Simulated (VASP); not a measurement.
# Cu18CO in VASP: single point with PBE

Aim: the single point of Cu18CO with PBE.

Everything below comes from runs of VASP 6.6.1. Logs are shortened: lines on timing, memory, paths and dates and some standing lists are left out, and cuts for length are marked.

**1. The cell of the first run**

The cell holds a slab with vacuum, 20 atoms: a = 5.105 Å, b = 7.658 Å, c = 18.168 Å, α = 90.00°, β = 90.00°, γ = 60.00°.

**2. Single point, PBE**

Input file INCAR:

```
SYSTEM = Cu18CO
PREC = Accurate
ENCUT = 520
EDIFF = 1E-7
ISMEAR = -1
SIGMA = 0.1
LREAL = Auto
LASPH = .True.
NELM = 80
ALGO = Normal
ISIF = 2
LWAVE = .False.
LCHARG = .False.
GGA = PE
NBANDS = 120
```

Input file KPOINTS:

```
regular mesh
0
Gamma
  3 2 1
  0 0 0
```

Input file POSCAR:

```
Cu18CO
1.0
    5.1053110000      0.0000000000      0.0000000000
    3.8289830000      6.6319930000      0.0000000000
    0.0000000000      0.0000000000     18.1684690000
Cu C O
18 1 1
Direct
    0.1666598921      0.1111129038      0.0550404109
    0.6666686085      0.1111129038      0.0550404109
    0.1666700269      0.4444516151      0.0550404109
    0.6666591558      0.4444516151      0.0550404109
    0.1666718830      0.7777752480      0.0550404109
    0.6666610120      0.7777752480      0.0550404109
   -0.1751737030      0.2215774353      0.1657762137
    0.3249645579      0.2189236328      0.1660349037
   -0.1681996875      0.5539360491      0.1659358309
    0.3352516059      0.5531067358      0.1659908713
   -0.1607810306      0.8765087659      0.1676200675
    0.3262265633      0.8893254260      0.1671687361
   -0.0166348303      0.0010253328      0.2768147388
    0.4888337525      0.0005880585      0.2775357681
    0.0029089757      0.3308055361      0.2756864103
    0.4862836312      0.3277295377      0.2858688864
    0.0020246149      0.6523830770      0.2836287416
    0.5057617286      0.6645966001      0.2736884434
    1.6473490266      0.5205222623      0.3852883807
    1.6845304750      0.6006942408      0.4364649548
```

Potentials or basis: VASP PAW PBE potentials, release 64 (Cu, C, O).

Run with:

```sh
$ cat potpaw_PBE.64/Cu/POTCAR potpaw_PBE.64/C/POTCAR potpaw_PBE.64/O/POTCAR > POTCAR
$ mpirun -np 1 vasp_std > vasp.out
```

OUTCAR:

```text
SYSTEM = Cu18CO
   PREC = Accurate
   ENCUT = 520
   EDIFF = 1E-7
   ISMEAR = -1
   LREAL = Auto
   LASPH = .True.
   NELM = 80
   ISIF = 2
   GGA = PE

 ion  position               nearest neighbor table
   1  0.167  0.111  0.055-   8 2.46  12 2.51   7 2.52   2 2.55   5 2.55   6 2.55   4 2.55   2 2.55
                             3 2.55
   2  0.667  0.111  0.055-   7 2.47   8 2.52   1 2.55   3 2.55   4 2.55   5 2.55   1 2.55   6 2.55
                            11 2.57
   3  0.167  0.444  0.055-  10 2.49   9 2.50   8 2.51   5 2.55   4 2.55   6 2.55   2 2.55   4 2.55
                             1 2.55
   4  0.667  0.444  0.055-   9 2.49  10 2.49   7 2.50   5 2.55   6 2.55   3 2.55   2 2.55   1 2.55
                             3 2.55
   5  0.167  0.778  0.055-  12 2.50  10 2.51  11 2.51   4 2.55   3 2.55   6 2.55   1 2.55   2 2.55
                             6 2.55
   6  0.667  0.778  0.055-  11 2.49   9 2.50  12 2.53   4 2.55   5 2.55   3 2.55   1 2.55   2 2.55
                             5 2.55
   7  0.825  0.222  0.166-   2 2.47  13 2.49   4 2.50  15 2.50   1 2.52  10 2.52   8 2.54  12 2.55
                             8 2.56   9 2.56  11 2.61  16 2.65
   8  0.325  0.219  0.166-  15 2.45   1 2.46  14 2.49   3 2.51   2 2.52  12 2.52   9 2.54   7 2.54
                             7 2.56  10 2.59  16 2.61  11 2.62
   9  0.832  0.554  0.166-  18 2.43  15 2.48   4 2.49  11 2.49   3 2.50   6 2.50  10 2.54   8 2.54
[... 4 lines left out ...]
                            12 2.57  17 2.58   7 2.61   8 2.62
  12  0.326  0.889  0.167-  18 2.44  14 2.48   5 2.50  13 2.50   1 2.51   8 2.52   6 2.53  11 2.54
                            10 2.55   7 2.55  11 2.57   9 2.57
  13  0.983  0.001  0.277-  11 2.47   7 2.49  12 2.50  16 2.53  14 2.53  15 2.58  14 2.58  18 2.62
                            17 2.63
  14  0.489  0.001  0.278-  12 2.48   8 2.49  16 2.50  15 2.51  13 2.53  11 2.53  18 2.53  13 2.58
                            17 2.65
  15  0.003  0.331  0.276-   8 2.45  16 2.46  17 2.46   9 2.48   7 2.50  14 2.51  18 2.55  13 2.58
                            16 2.66
  16  0.486  0.328  0.286-  15 2.46  17 2.48  14 2.50  13 2.53   8 2.61  18 2.64  10 2.64   7 2.65
                            15 2.66
  17  0.002  0.652  0.284-  15 2.46  16 2.48  18 2.49   9 2.56  11 2.58  10 2.60  18 2.63  13 2.63
                            14 2.65
  18  0.506  0.665  0.274-  19 2.25   9 2.43  12 2.44  10 2.46  17 2.49  14 2.53  15 2.55  13 2.62
                            17 2.63  16 2.64
  19  0.647  0.521  0.385-  20 1.18  18 2.25
  20  0.685  0.601  0.436-  19 1.18

  LATTYP: Found a simple monoclinic cell.
 ALAT       =     5.1053110000
 B/A-ratio  =     3.5587389289
 C/A-ratio  =     1.3228755628
 COS(beta)  =    -0.1889822868

  Lattice vectors:

 A1 = (   5.1053110000,   0.0000000000,   0.0000000000)
 A2 = (   0.0000000000,   0.0000000000, -18.1684690000)
 A3 = (  -1.2763280000,   6.6319930000,   0.0000000000)

Analysis of symmetry for initial positions (statically):
=====================================================================
 Subroutine PRICEL returns:
 Original cell was already a primitive cell.

 Routine SETGRP: Setting up the symmetry group for a
 simple monoclinic supercell.

 Subroutine GETGRP returns: Found  1 space group operations
 (whereof  1 operations were pure point group operations)
 out of a pool of  4 trial point group operations.

The static configuration has the point symmetry C_1 .

Analysis of symmetry for dynamics (positions and initial velocities):
=====================================================================
 Subroutine PRICEL returns:
 Original cell was already a primitive cell.

 Routine SETGRP: Setting up the symmetry group for a
 simple monoclinic supercell.

 Subroutine GETGRP returns: Found  1 space group operations
 (whereof  1 operations were pure point group operations)
 out of a pool of  4 trial point group operations.

The dynamic configuration has the point symmetry C_1 .

 Subroutine INISYM returns: Found  1 space group operations
 (whereof  1 operations are pure point group operations),
 and found     1 'primitive' translations

----------------------------------------------------------------------------------------

                                     Primitive cell
[... 83 lines left out ...]
|           WW  WW  A    A  R   R   N   NN  II  N   NN  G    G                |
|           W    W  A    A  R    R  N    N  II  N    N   GGGG   !!!           |
|                                                                             |
|     Your reciprocal lattice and k-lattice belong to different lattice       |
|     classes:                                                                |
|                                                                             |
|        The reciprocal lattice is simple monoclinic,                         |
|        whereas your k-lattice is hexagonal.                                 |
|                                                                             |
|     Results are often still useful ...                                      |
|                                                                             |
 -----------------------------------------------------------------------------

 Subroutine IBZKPT returns following result:
 ===========================================

 Found      4 irreducible k-points:

 Following reciprocal coordinates:
            Coordinates               Weight
  0.000000  0.000000  0.000000      1.000000
  0.333333 -0.000000  0.000000      2.000000
  0.000000  0.500000  0.000000      1.000000
  0.333333  0.500000  0.000000      2.000000
   k-points           NKPTS =      4   k-points in BZ     NKDIM =      4   number of bands    NBANDS=    120
   number of dos      NEDOS =    301   number of ions     NIONS =     20
   total plane-waves  NPLWV = 336000
   dimension x,y,z NGX =    40 NGY =   60 NGZ =  140
   dimension x,y,z NGXF=    80 NGYF=  120 NGZF=  280
   ions per type =              18   1   1
   NGX,Y,Z   is equivalent  to a cutoff of  13.03, 13.03, 12.81 a.u.
   NGXF,Y,Z  is equivalent  to a cutoff of  26.05, 26.05, 25.62 a.u.
 SYSTEM =  Cu18CO
   PREC   = accura    normal or accurate (medium, high low for compatibility)
   ISTART =      0    job   : 0-new  1-cont  2-samecut
   ICHARG =      2    charge: 1-file 2-atom 10-const
   ISPIN  =      1    spin polarized calculation?
   LNONCOLLINEAR =      F non collinear calculations
   LSORBIT =      F    spin-orbit coupling
   LASPH  =      T    aspherical Exc in radial PAW
   ENCUT  =  520.0 eV  38.22 Ry    6.18 a.u.   9.49 14.24 33.78*2*pi/ulx,y,z
   NELM   =     80;   NELMIN=  2; NELMDL= -5     # of ELM steps
   EDIFF  = 0.1E-06   stopping-criterion for ELM
   LREAL  =      T    real-space projection
   EDIFFG = 0.1E-05   stopping-criterion for IOM
   NSW    =      0    number of steps for IOM
   IBRION =     -1    ionic relax: 0-MD 1-quasi-New 2-CG
   NFREE  =      0    steps in history (QN), initial steepest desc. (CG)
   ISIF   =      2    stress and relaxation
   ISYM   =      2    0-nonsym 1-usesym 2-fastsym
   POTIM  = 0.5000    time-step for ionic-motion
   TEBEG  =    0.0;   TEEND  =   0.0 temperature during run
   PSTRESS=    0.0 pullay stress
   NELECT =     208.0000    total number of electrons
   NUPDOWN=      -1.0000    fix difference up-down
   EMIN   =  10.00;   EMAX   =-10.00  energy-range for DOS
   EFERMI =   0.00;   METHOD = LEGACY
   ISMEAR =    -1;   SIGMA  =   0.10  broadening in eV -4-tet -1-fermi 0-gaus
   EFERMI_NEDOS =   21; number of points for ismear=-14 and -15
   IALGO  =     38    algorithm
   IMIX   =      4    mixing-type and parameters
     AMIX     =   0.40;   BMIX     =  1.00
     AMIX_MAG =   1.60;   BMIX_MAG =  1.00
  volume/ion in A,a.u.               =      30.76       207.56
  Fermi-wavevector in a.u.,A,eV,Ry     =   1.140515  2.155261 17.698117  1.300775
  Thomas-Fermi vector in A             =   2.277217
   LORBIT       =      0    0 simple, 1 ext, 2 COOP (PROOUT), +10 PAW based schemes
   GGA     = PE    functional components
   LHFCALC =     F    Hartree Fock is set to
   AEXX    =    0.0000 exact exchange contribution
   IVDW    =     0    specifies the selected vdW correction
   LEPSILON=     F    determine dielectric tensor
   LRPA    =     F    only Hartree local field effects (RPA)
 non-spin polarized calculation
  energy-cutoff  :      520.00
  volume of cell :      615.16
 maximum number of plane-waves:     16591
 NGX is ok and might be reduce to    40
   NGX = 19   NGY = 29   NGZ = 67

 number of electron     208.0000029 magnetization

 Free energy of the ion-electron system (eV)
  ---------------------------------------------------
  ext. energy  EPLUGINS =         0.00000000
  ---------------------------------------------------
  free energy    TOTEN  =       -75.97909642 eV

  energy without entropy =      -75.61981345  energy(sigma->0) =      -75.79945493

 E-fermi :  -0.1815     XC(G=0):  -5.7161

 val. band max:       -0.1905025154   @ k =   0.3333   0.5000   0.0000
 cond. band min:      -0.0320660571   @ k =   0.0000   0.5000   0.0000
 fundamental gap:      0.1584364582
 Fermi energy:        -0.1814524944

 k-point     1 :       0.0000    0.0000    0.0000
  band No.  band energies     occupation
      1     -24.1584      2.00000
      2      -9.8778      2.00000
      3      -8.9264      2.00000
      4      -7.4765      2.00000
      5      -7.0233      2.00000
      6      -6.8708      2.00000
[... 465 lines left out ...]
    115       3.2920      0.00000
    116       3.4929      0.00000
 [bands above 116 left out]

------------------------ aborting loop because EDIFF is reached ----------------------------------------

  FORCE on cell =-STRESS in cart. coord.  units (eV):
  Direction    XX          YY          ZZ          XY          YZ          ZX
  --------------------------------------------------------------------------------------
  -------------------------------------------------------------------------------------
  Total        0.1183606     -1.0170569      3.3214502     -0.5830502     -0.4143183     -0.5229398
  in kB        0.3082715     -2.6489345      8.6507493     -1.5185601     -1.0790959     -1.3620019
  external PRESSURE =       2.1033621 kB  Pullay stress =       0.0000000 kB

 VOLUME and BASIS-vectors are now :
 -----------------------------------------------------------------------------
  energy-cutoff  :      520.00
  volume of cell :      615.16
      direct lattice vectors                 reciprocal lattice vectors
     5.105311000  0.000000000  0.000000000     0.195874453 -0.113088170  0.000000000
     3.828983000  6.631993000  0.000000000     0.000000000  0.150784236  0.000000000
     0.000000000  0.000000000 18.168469000     0.000000000  0.000000000  0.055040411

 POSITION                                       TOTAL-FORCE (eV/Angst)
 -----------------------------------------------------------------------------------
      1.27630      0.73690      1.00000        -0.015288     -0.060417     -0.284999
      3.82900      0.73690      1.00000        -0.081530     -0.122515     -0.199415
      2.55270      2.94760      1.00000         0.011482     -0.029251     -0.225973
      5.10530      2.94760      1.00000        -0.012096     -0.011160     -0.315694
      3.82900      5.15820      1.00000        -0.043446      0.027908     -0.273853
      6.38160      5.15820      1.00000        -0.005293      0.065697     -0.272934
[... 12 lines left out ...]
      5.29799      3.45210      7.00010         0.888816      1.127157      0.830946
      5.79479      3.98380      7.92990        -0.937201     -1.074402     -1.195809
 -----------------------------------------------------------------------------------
    total drift:                                0.001860     -0.007820      0.001553

  FREE ENERGIE OF THE ION-ELECTRON SYSTEM (eV)
  ---------------------------------------------------
  free  energy   TOTEN  =       -75.9790964231 eV

  energy  without entropy=      -75.6198134469  energy(sigma->0) =      -75.79945493
```

Run time: 17 min. Hardware: 1 thread of Intel Xeon Platinum 8375C at 2.90GHz (Ice Lake), shared host; peak memory 0.79 GiB.

What came out:

- Free energy: -75.9791 eV
- Largest force: 1.861 eV/Å
- Band gap on the k mesh: zero (bands 104 and 105 overlap by 0.02 eV)

Forces in eV/Å, atoms in the order of the input:
```
Cu  -0.015 -0.060 -0.285
Cu  -0.082 -0.123 -0.199
Cu   0.011 -0.029 -0.226
Cu  -0.012 -0.011 -0.316
Cu  -0.043  0.028 -0.274
Cu  -0.005  0.066 -0.273
Cu  -0.123  0.022  0.239
Cu   0.372  0.057  0.096
Cu   0.068 -0.090 -0.096
Cu  -0.136 -0.185  0.255
Cu  -0.104  0.322  0.062
Cu   0.061 -0.043 -0.118
Cu   0.136 -0.233  0.260
Cu   0.061 -0.135  0.223
Cu  -0.437 -0.146  0.540
Cu   0.452  0.023 -0.184
Cu   0.274  0.618 -0.351
Cu  -0.427 -0.134  1.012
C    0.889  1.127  0.831
O   -0.937 -1.074 -1.196
```

Caveat: the k points lie up to 0.47 Å⁻¹ apart.
